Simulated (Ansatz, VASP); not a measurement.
# One calculation of InSb, two programs

```xyz
2
Lattice="0.0000 3.0735 3.0735 3.0735 0.0000 3.0735 3.0735 3.0735 0.0000" Properties=species:S:1:pos:R:3 pbc="T T T"
In    0.0000    0.0000    0.0000
Sb    3.0735    3.0735    3.0735
```

Alike in both runs: task single point; functional PBE; k mesh 4 × 4 × 4; occupations gaussian, width 0.1 eV; no spin polarisation.

|  | VASP | Ansatz |
| --- | --- | --- |
| version | VASP 6.6.1 | Ansatz 0.2.0 |
| potentials or method | VASP PAW PBE potentials, release 64 (In_d, Sb), cutoff 500 eV | scalar-relativistic, plane waves, PAW |
| valence electrons in the cell | 18 | 28 |

|  | VASP | Ansatz | Ansatz less VASP |
| --- | --- | --- | --- |
| gap on the k mesh at the Fermi level (eV) | none | none | - |
| pressure (GPa) | 1.8 | 1.8 | +0.03 |

A gap of «none» marks a metal or a gap that the smearing closes. VASP's potentials hold 18 valence electrons a cell and Ansatz's 28, so a difference there can come from the potentials and not from the codes.

The k mesh is coarse, so the values compare programs but aren't converged. Spin-orbit coupling is off throughout.
